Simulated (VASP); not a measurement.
Write the native input for VASP 6.6.1 that does the following.

* Task: single point
* Functional: PBE
* Potentials or basis: VASP PAW PBE potentials, release 64 (Zn, In_d, O)
* Cutoff: 520 eV
* k mesh: 4 × 4 × 6
* Occupations: gaussian, width 0.1 eV
* Spin: collinear spin, ferromagnetic start
* Starting moments: [0.0, 0.0, 0.0, 1.0] μB
* Dipole correction: no
* Further INCAR settings: ALGO = Normal; EDIFF = 1e-06; NBANDS = 34

The structure of Zn2InO lies in POSCAR:

```
Zn2InO
1.0
    4.3433002200      0.0000000000      0.0000000000
    0.0000000000      4.3433002200      0.0000000000
    0.0000000000      0.0000000000      3.2818150400
Zn In O
2 1 1
Direct
    0.0000000000      0.5000000000      0.5000000000
    0.5000000000      0.0000000000      0.5000000000
    0.0000000000      0.0000000000      0.0000000000
    0.5000000000      0.5000000000      0.5000000000
```

One way to write it, as run:

INCAR

```
SYSTEM = Zn2InO
ALGO = Normal
EDIFF = 1E-6
ENCUT = 520
GGA = PE
ISIF = 2
ISMEAR = 0
ISPIN = 2
LASPH = .True.
LCHARG = .False.
LORBIT = 11
LREAL = .False.
LWAVE = .False.
MAGMOM = 0 0 0 1
NBANDS = 34
NELM = 150
PREC = Accurate
SIGMA = 0.1
```

KPOINTS

```
k-points
0
Gamma
  4 4 6
  0 0 0
```

Potentials or basis: VASP PAW PBE potentials, release 64 (Zn, In_d, O).

The run is started by

```console
$ cat potpaw_PBE.64/Zn/POTCAR potpaw_PBE.64/In_d/POTCAR potpaw_PBE.64/O/POTCAR > POTCAR
$ mpirun -np 1 vasp_std > vasp.out
```

It gave:

```
Pressure                                              : 6.5 GPa
Net moment                                            : 0.00 μB per cell
Valence electrons inside the program's atomic spheres : Zn 10.72; In 11.58; O 4.87
```

Caveat: the k points lie up to 0.36 Å⁻¹ apart.

It took 37 s on 1 thread of Intel(R) Xeon(R) Platinum 8488C (Sapphire Rapids), with other jobs on the host, peak memory 0.23 GiB.
